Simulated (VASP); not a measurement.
# Te2Mo in VASP: settings compared, part 3 of 3

VASP 6.6.1.

### Step 6. Single point, PBEsol (67.97 Å³/atom)

This run uses another cell than the first one.

INCAR

```
PREC = Accurate
ENCUT = 520
EDIFF = 1E-7
ISMEAR = -1
SIGMA = 0.05
LREAL = False
LASPH = True
NELM = 60
ALGO = Normal
ISIF = 2
LWAVE = False
LCHARG = False
GGA = PS
NBANDS = 20
```

KPOINTS

```
Automatic mesh
0
Gamma
  9 9 2
```

POSCAR

```
Te2Mo
1.0
    3.6300590280      0.0000000000      0.0000000000
   -1.8150295140      3.1437233354      0.0000000000
    0.0000000000      0.0000000000     17.8677540541
Te Mo
2 1
Direct
    0.3333333333      0.6666666667      0.1021445500
    0.3333333333      0.6666666667      0.8978554500
    0.0000000000      0.0000000000      0.0000000000
```

Potentials or basis: VASP PAW PBE potentials, release 64 (Te, Mo_sv).

Run with:

```console
> cat potpaw_PBE.64/Te/POTCAR potpaw_PBE.64/Mo_sv/POTCAR > POTCAR
> mpirun -np 1 vasp_std > vasp.out
```

OUTCAR:

```text
PREC = Accurate
   ENCUT = 520
   EDIFF = 1E-7
   ISMEAR = -1
   LREAL = False
   LASPH = True
   NELM = 60
   ISIF = 2
   GGA = PS

 ion  position               nearest neighbor table
   1  0.333  0.667  0.102-   3 2.78   3 2.78   3 2.78   2 3.65
   2  0.333  0.667  0.898-   3 2.78   3 2.78   3 2.78   1 3.65
   3  0.000  0.000  0.000-   1 2.78   2 2.78   1 2.78   2 2.78   1 2.78   2 2.78

  LATTYP: Found a hexagonal cell.
 ALAT       =     3.6300590280
 C/A-ratio  =     4.9221662558

  Lattice vectors:

 A1 = (   3.6300590280,   0.0000000000,   0.0000000000)
 A2 = (  -1.8150295140,   3.1437233354,   0.0000000000)
 A3 = (   0.0000000000,   0.0000000000,  17.8677540541)

Analysis of symmetry for initial positions (statically):
=====================================================================
 Subroutine PRICEL returns:
 Original cell was already a primitive cell.

 Routine SETGRP: Setting up the symmetry group for a
 hexagonal supercell.

 Subroutine GETGRP returns: Found 12 space group operations
 (whereof 12 operations were pure point group operations)
 out of a pool of 24 trial point group operations.

The static configuration has the point symmetry D_3h.

Analysis of symmetry for dynamics (positions and initial velocities):
=====================================================================
 Subroutine PRICEL returns:
 Original cell was already a primitive cell.

 Routine SETGRP: Setting up the symmetry group for a
 hexagonal supercell.

 Subroutine GETGRP returns: Found 12 space group operations
 (whereof 12 operations were pure point group operations)
 out of a pool of 24 trial point group operations.

The dynamic configuration has the point symmetry D_3h.

 Subroutine INISYM returns: Found 12 space group operations
 (whereof 12 operations are pure point group operations),
 and found     1 'primitive' translations

----------------------------------------------------------------------------------------

                                     Primitive cell

  volume of cell :     203.9050

  direct lattice vectors                    reciprocal lattice vectors
     3.630059028  0.000000000  0.000000000     0.275477614  0.159047075  0.000000000
    -1.815029514  3.143723335  0.000000000     0.000000000  0.318094149  0.000000000
     0.000000000  0.000000000 17.867754054     0.000000000  0.000000000  0.055966743

  length of vectors
     3.630059028  3.630059028 17.867754054     0.318094149  0.318094149  0.055966743

  position of ions in fractional coordinates (direct lattice)
     0.333333333  0.666666667  0.102144550
     0.333333333  0.666666667  0.897855450
     0.000000000  0.000000000  0.000000000

  ion indices of the primitive-cell ions
   primitive index   ion index
                 1           1
                 2           2
                 3           3

----------------------------------------------------------------------------------------

 KPOINTS: Automatic mesh

Automatic generation of k-mesh.
 Grid dimensions read from file:
 generate k-points for:    9    9    2

 Generating k-lattice:

  Cartesian coordinates                     Fractional coordinates (reciprocal lattice)
     0.030608624  0.017671897  0.000000000     0.111111111  0.000000000  0.000000000
     0.000000000  0.035343794  0.000000000     0.000000000  0.111111111  0.000000000
     0.000000000  0.000000000  0.027983372     0.000000000  0.000000000  0.500000000

  Length of vectors
     0.035343794  0.035343794  0.027983372

  Shift w.r.t. Gamma in fractional coordinates (k-lattice)
     0.000000000  0.000000000  0.000000000

 Subroutine IBZKPT returns following result:
 ===========================================

 Found     24 irreducible k-points:

 Following reciprocal coordinates:
            Coordinates               Weight
  0.000000  0.000000  0.000000      1.000000
  0.111111 -0.000000  0.000000      6.000000
  0.222222 -0.000000  0.000000      6.000000
  0.333333 -0.000000  0.000000      6.000000
  0.444444 -0.000000  0.000000      6.000000
  0.111111  0.111111  0.000000      6.000000
[... 16 lines left out ...]
  0.333333  0.222222  0.500000     12.000000
  0.333333  0.333333  0.500000      2.000000
   k-points           NKPTS =     24   k-points in BZ     NKDIM =     24   number of bands    NBANDS=     20
   number of dos      NEDOS =    301   number of ions     NIONS =      3
   total plane-waves  NPLWV = 109760
   dimension x,y,z NGX =    28 NGY =   28 NGZ =  140
   dimension x,y,z NGXF=    56 NGYF=   56 NGZF=  280
   ions per type =               2   1
   NGX,Y,Z   is equivalent  to a cutoff of  12.82, 12.82, 13.03 a.u.
   NGXF,Y,Z  is equivalent  to a cutoff of  25.65, 25.65, 26.05 a.u.
 SYSTEM =  unknown system
   PREC   = accura    normal or accurate (medium, high low for compatibility)
   ISTART =      0    job   : 0-new  1-cont  2-samecut
   ICHARG =      2    charge: 1-file 2-atom 10-const
   ISPIN  =      1    spin polarized calculation?
   LNONCOLLINEAR =      F non collinear calculations
   LSORBIT =      F    spin-orbit coupling
   LASPH  =      T    aspherical Exc in radial PAW
   ENCUT  =  520.0 eV  38.22 Ry    6.18 a.u.   6.75  6.75 33.22*2*pi/ulx,y,z
   NELM   =     60;   NELMIN=  2; NELMDL= -5     # of ELM steps
   EDIFF  = 0.1E-06   stopping-criterion for ELM
   LREAL  =      F    real-space projection
   EDIFFG = 0.1E-05   stopping-criterion for IOM
   NSW    =      0    number of steps for IOM
   IBRION =     -1    ionic relax: 0-MD 1-quasi-New 2-CG
   NFREE  =      0    steps in history (QN), initial steepest desc. (CG)
   ISIF   =      2    stress and relaxation
   ISYM   =      2    0-nonsym 1-usesym 2-fastsym
   POTIM  = 0.5000    time-step for ionic-motion
   TEBEG  =    0.0;   TEEND  =   0.0 temperature during run
   PSTRESS=    0.0 pullay stress
   NELECT =      26.0000    total number of electrons
   NUPDOWN=      -1.0000    fix difference up-down
   EMIN   =  10.00;   EMAX   =-10.00  energy-range for DOS
   EFERMI =   0.00;   METHOD = LEGACY
   ISMEAR =    -1;   SIGMA  =   0.05  broadening in eV -4-tet -1-fermi 0-gaus
   EFERMI_NEDOS =   21; number of points for ismear=-14 and -15
   IALGO  =     38    algorithm
   IMIX   =      4    mixing-type and parameters
     AMIX     =   0.40;   BMIX     =  1.00
     AMIX_MAG =   1.60;   BMIX_MAG =  1.00
  volume/ion in A,a.u.               =      67.97       458.67
  Fermi-wavevector in a.u.,A,eV,Ry     =   0.823993  1.557120  9.237862  0.678964
  Thomas-Fermi vector in A             =   1.935600
   LORBIT       =      0    0 simple, 1 ext, 2 COOP (PROOUT), +10 PAW based schemes
   GGA     = PS    functional components
   LHFCALC =     F    Hartree Fock is set to
   AEXX    =    0.0000 exact exchange contribution
   IVDW    =     0    specifies the selected vdW correction
   LEPSILON=     F    determine dielectric tensor
   LRPA    =     F    only Hartree local field effects (RPA)
 non-spin polarized calculation
  energy-cutoff  :      520.00
  volume of cell :      203.91
 maximum number of plane-waves:      5539
 NGX is ok and might be reduce to    28
   NGX = 13   NGY = 13   NGZ = 67

 number of electron      26.0000001 magnetization

 Free energy of the ion-electron system (eV)
  ---------------------------------------------------
  ext. energy  EPLUGINS =         0.00000000
  ---------------------------------------------------
  free energy    TOTEN  =       -19.44323097 eV

  energy without entropy =      -19.44322683  energy(sigma->0) =      -19.44322890

 E-fermi :   0.2326     XC(G=0):  -4.6041

 val. band max:       -0.2499294945   @ k =   0.3333   0.3333   0.5000
 cond. band min:       0.7103502430   @ k =   0.3333   0.3333   0.0000
 fundamental gap:      0.9602797376
 Fermi energy:         0.2325696478

 k-point     1 :       0.0000    0.0000    0.0000
  band No.  band energies     occupation
      1     -60.9350      2.00000
      2     -35.0650      2.00000
      3     -34.9969      2.00000
      4     -34.9969      2.00000
      5     -12.5181      2.00000
      6     -11.6432      2.00000
[... 12 lines left out ...]
     19       4.5345      0.00000
     20       5.1354      0.00000
[... 507 lines left out ...]
 k-point    24 :       0.3333    0.3333    0.5000
  band No.  band energies     occupation
      1     -60.9282      2.00000
      2     -35.0648      2.00000
      3     -35.0533      2.00000
      4     -35.0436      2.00000
      5     -10.5428      2.00000
      6     -10.2914      2.00000
[... 12 lines left out ...]
     19       4.7616      0.00000
     20       7.0132      0.00000

------------------------ aborting loop because EDIFF is reached ----------------------------------------

  FORCE on cell =-STRESS in cart. coord.  units (eV):
  Direction    XX          YY          ZZ          XY          YZ          ZX
  --------------------------------------------------------------------------------------
  -------------------------------------------------------------------------------------
  Total       -3.7937830     -3.7937830     -3.2723270      0.0000000      0.0000000      0.0000000
  in kB      -29.8095282    -29.8095282    -25.7122043      0.0000000      0.0000000      0.0000000
  external PRESSURE =     -28.4437535 kB  Pullay stress =       0.0000000 kB

 VOLUME and BASIS-vectors are now :
 -----------------------------------------------------------------------------
  energy-cutoff  :      520.00
  volume of cell :      203.91
      direct lattice vectors                 reciprocal lattice vectors
     3.630059028  0.000000000  0.000000000     0.275477614  0.159047075  0.000000000
    -1.815029514  3.143723335  0.000000000     0.000000000  0.318094149  0.000000000
     0.000000000  0.000000000 17.867754054     0.000000000  0.000000000  0.055966743

 POSITION                                       TOTAL-FORCE (eV/Angst)
 -----------------------------------------------------------------------------------
     -0.00000      2.09582      1.82509         0.000000     -0.000000     -0.893536
     -0.00000      2.09582     16.04266         0.000000     -0.000000      0.893536
      0.00000      0.00000      0.00000        -0.000000      0.000000      0.000000
 -----------------------------------------------------------------------------------
    total drift:                                0.000000     -0.000000     -0.000000

  FREE ENERGIE OF THE ION-ELECTRON SYSTEM (eV)
  ---------------------------------------------------
  free  energy   TOTEN  =       -19.4432309670 eV

  energy  without entropy=      -19.4432268267  energy(sigma->0) =      -19.44322890
```

stdout:

```text
POSCAR found type information on POSCAR TeMo
 POSCAR found :  2 types and       3 ions
 scaLAPACK will be used
 -----------------------------------------------------------------------------
|                                                                             |
|                                                                             |
|     You enforced a specific xc type in the INCAR file but a different       |
|     I HOPE YOU KNOW WHAT YOU ARE DOING!                                     |
|                                                                             |
 -----------------------------------------------------------------------------

 LDA part: xc-table for (Slater+PW92), standard interpolation
 POSCAR, INCAR and KPOINTS ok, starting setup
 FFT: planning ... GRIDC
 FFT: planning ... GRID_SOFT
 FFT: planning ... GRID
 WAVECAR not read
 entering main loop
```

It took 3.5 min on 1 thread of Intel Xeon 8259CL, shared host; peak memory 0.36 GiB.

Results:

| Property | Result |
| --- | --- |
| Free energy | -19.4432 eV |
| Largest force | 0.894 eV/Å |
| Band gap on the k mesh | 0.96 eV |

Forces on the atoms (eV/Å):
```
Te   0.000  0.000 -0.894
Te   0.000  0.000  0.894
Mo   0.000  0.000  0.000
```

Levels at points of the mesh, in eV from the valence-band top:
```csv
k point,band 9,band 10,band 11,band 12,band 13,band 14,band 15,band 16,band 17,band 18
"(0.00, 0.00, 0.00)",-1.60,-1.56,-0.88,-0.88,-0.34,2.80,2.80,3.04,3.04,4.23
"(0.00, 0.00, 0.50)",-1.60,-1.56,-0.88,-0.88,-0.34,2.80,2.80,3.04,3.04,4.33
```

Caveat: the PAW data sets were made with another functional, which shifts forces and pressure a little; spin-orbit coupling is left out, which moves the levels of the heavy elements.

### Step 7. Summary

```csv
level,potentials or basis,cell,gap on the mesh (eV),largest force (eV/Å)
r2SCAN,"VASP PAW PBE potentials, release 64 (Te, Mo_sv)","a = 3.607, b = 3.607, c = 17.755 Å, angles 90.0, 90.0, 120.0°, 3 atoms",1.06,0.52
r2SCAN,"VASP PAW PBE potentials, release 64 (Te, Mo_sv)","a = 3.630, b = 3.630, c = 17.868 Å, angles 90.0, 90.0, 120.0°, 3 atoms",1.03,0.76
PBE,"VASP PAW PBE potentials, release 64 (Te, Mo_sv)","a = 3.560, b = 3.560, c = 17.524 Å, angles 90.0, 90.0, 120.0°, 3 atoms",1.05,0.23
LDA,"VASP PAW LDA potentials, release 64 (Te, Mo_sv)","a = 3.630, b = 3.630, c = 17.868 Å, angles 90.0, 90.0, 120.0°, 3 atoms",0.96,1.10
PBEsol,"VASP PAW PBE potentials, release 64 (Te, Mo_sv)","a = 3.630, b = 3.630, c = 17.868 Å, angles 90.0, 90.0, 120.0°, 3 atoms",0.96,0.89
```

Alike in all rows: task single point; no spin polarisation; k mesh 9 × 9 × 2; cutoff (eV) 520; smearing fermi-dirac 0.05 eV.

Caveats: spin-orbit coupling is left out, which moves the levels of the heavy elements; the PAW data sets were made with another functional, which shifts forces and pressure a little (at least some runs).

Absolute energies hang on the potentials; compare differences alone.
